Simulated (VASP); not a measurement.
Input of a VASP 6.6.1 run:

File INCAR:

```
SYSTEM = Ge
  ALGO = Normal
  EDIFF = 1E-6
  ENCUT = 520
  GGA = PE
  ISIF = 2
  ISMEAR = -1
  LASPH = .True.
  LCHARG = .True.
  LELF = .True.
  LREAL = .False.
  LVHAR = .True.
  LWAVE = .False.
  NBANDS = 21
  NELM = 100
  PREC = Accurate
  SIGMA = 0.05
```

KPOINTS

```
k-points
0
Gamma
  16 16 16
  0 0 0
```

The input POSCAR:

```
Ge
1.0
   -2.5266272837      2.5266272837      1.3737893776
    2.5266272837     -2.5266272837      1.3737893776
    2.5266272837      2.5266272837     -1.3737893776
Ge
2
Direct
   -0.3750000000     -0.1250000000     -0.2500000000
    0.3750000000      0.1250000000      0.2500000000
```

Potentials or basis: VASP PAW PBE potentials, release 64 (Ge_d).

Run with:

```bash
$ cat potpaw_PBE.64/Ge_d/POTCAR > POTCAR
$ mpirun -np 1 vasp_std > vasp.out
```

What does it give for the band gap on the k mesh?

Zero (band 14 reaches 9.52 eV, above the bottom of band 15 at 3.86 eV).

What does it give for the pressure?

8.0 GPa.
